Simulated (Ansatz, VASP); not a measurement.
# One calculation of GaSb3, two programs

```xyz
4
Lattice="-3.0164 3.0164 3.0164 3.0164 -3.0164 3.0164 3.0164 3.0164 -3.0164" Properties=species:S:1:pos:R:3 pbc="T T T"
Ga    0.0000    0.0000    0.0000
Sb    3.0164    0.0000    0.0000
Sb    0.0000    3.0164    0.0000
Sb    0.0000    0.0000    3.0164
```

Alike in both runs: functional PBE; k mesh 4 × 4 × 4; occupations gaussian, width 0.1 eV; no spin polarisation.

Ansatz relaxed the structure, and its values are those at the end. VASP's run is a single point on that final structure, the one shown.

|  | VASP | Ansatz |
| --- | --- | --- |
| version | VASP 6.6.1 | Ansatz 0.2.0 |
| potentials or method | VASP PAW PBE potentials, release 64 (Ga_d, Sb), cutoff 520 eV | scalar-relativistic, plane waves, PAW |
| valence electrons in the cell | 28 | 58 |

|  | VASP | Ansatz | Ansatz less VASP |
| --- | --- | --- | --- |
| gap on the k mesh at the Fermi level (eV) | none | none | - |
| pressure (GPa) | -0.2 | -0.2 | -0.01 |

A gap of «none» marks a metal or a gap that the smearing closes. VASP's potentials hold 28 valence electrons a cell and Ansatz's 58, so a difference there can come from the potentials and not from the codes.

The k mesh is coarse, so the values compare programs but aren't converged. Neither program's run includes spin-orbit coupling.
